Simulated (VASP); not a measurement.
A run of VASP 6.6.1 is set up as follows.

Contents of POSCAR:

```
BN
1.0
    2.5539396017      0.0000000000      0.0000000000
   -1.2769698009      2.2117765748      0.0000000000
    0.0000000000      0.0000000000      4.2268550000
B N
2 2
Direct
    0.6666666667      0.3333333333      0.9997240000
    0.3333333333      0.6666666667      0.4997240000
    0.6666666667      0.3333333333      0.6489342518
    0.3333333333      0.6666666667      0.1252760000
```

The input INCAR.step1:

```
PREC     = Accurate       # precision mode
ENCUT    = 910            # plane-wave cutoff, eV
ISMEAR   = 0              # smearing method
SIGMA    = 0.05           # smearing width, eV
LREAL    = F              # projectors in reciprocal space
LASPH    = T              # aspherical terms in the spheres
NELM     = 120            # most SCF steps
NBANDS   = 16             # bands
GGA      = PE             # functional
ALGO     = Normal         # electronic algorithm
EDIFF    = 1E-5           # SCF threshold, eV
LWAVE    = T              # write WAVECAR
LCHARG   = F              # write CHGCAR
GGA_COMPAT= F
```

INCAR.step2

```
PREC     = Accurate       # precision mode
ENCUT    = 910            # plane-wave cutoff, eV
EDIFF    = 1E-6           # SCF threshold, eV
ISMEAR   = 0              # smearing method
SIGMA    = 0.05           # smearing width, eV
LREAL    = F              # projectors in reciprocal space
LASPH    = T              # aspherical terms in the spheres
NELM     = 120            # most SCF steps
ALGO     = Normal         # electronic algorithm
ISIF     = 2              # what is computed and relaxed
LWAVE    = F              # write WAVECAR
LCHARG   = F              # write CHGCAR
METAGGA  = R2SCAN         # meta-GGA
LMIXTAU  = T            
NBANDS   = 16             # bands
ISTART   = 1            
GGA_COMPAT= F
```

The input KPOINTS:

```
Automatic mesh
0
Gamma
  12 12 6
```

Potentials or basis: VASP PAW PBE potentials, release 64 (B_h, N_h).

Command:

```sh
$ cat potpaw_PBE.64/B_h/POTCAR potpaw_PBE.64/N_h/POTCAR > POTCAR
$ cp INCAR.step1 INCAR
$ mpirun -np 1 vasp_std > vasp.out
$ cp INCAR.step2 INCAR
$ mpirun -np 1 vasp_std > vasp.out
```

(1) Estimate the pressure.

(2) Estimate the largest force.

Results:

(1) -3.7 GPa.

(2) 4.287 eV/Å.

Caveat: the cell differs from its parent crystal (atom 3 (N) moved by (+0.000, +0.100) A along [1 1 0] and z); the cutoff is under 1.25 times the usual one of these potentials, so pressure, stress and relaxed cells hold a basis-set (Pulay) error; the cell stands under tension; the PAW data sets were made with another functional, which shifts forces and pressure a little.
